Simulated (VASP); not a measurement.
KMgF3:

```
K Mg F
1.0
     3.98590    0.00000    0.00000
     0.00000    3.98590    0.00000
     0.00000    0.00000    3.98590
K Mg F
1 1 3
Cartesian
  1.9929 1.9929 1.9929
  0.0000 0.0000 0.0000
  1.9929 0.0000 0.0000
  0.0000 1.9929 0.0000
  0.0000 0.0000 1.9929
```

Base run:

| Item | Value |
| --- | --- |
| Program | VASP 6.6.1 |
| Functional | PBE |
| Potentials or basis | VASP PAW PBE potentials, release 64 (K_sv, Mg, F) |
| Cutoff | 520 eV |
| k mesh | 6 × 6 × 6 |
| Occupations | fermi-dirac, width 0.02 eV |
| Spin | no spin polarisation |

Its results: band gap on the k mesh 7.31 eV, indirect (least direct gap 7.63 eV); pressure 3.4 GPa.

Question: The run is repeated on the same cell with these changes: functional from PBE to r2SCAN; further incar settings from ALGO = Normal; EDIFF = 1e-07; NBANDS = 24 to ALGO = Normal; EDIFF = 1e-08; NBANDS = 24. What comes out?

Answer: Band gap on the k mesh 8.25 eV, indirect (least direct gap 8.57 eV); pressure -0.9 GPa.

Caveats: the PAW data sets were made with another functional, which shifts forces and pressure a little (some runs).

A k mesh can miss the band edges.
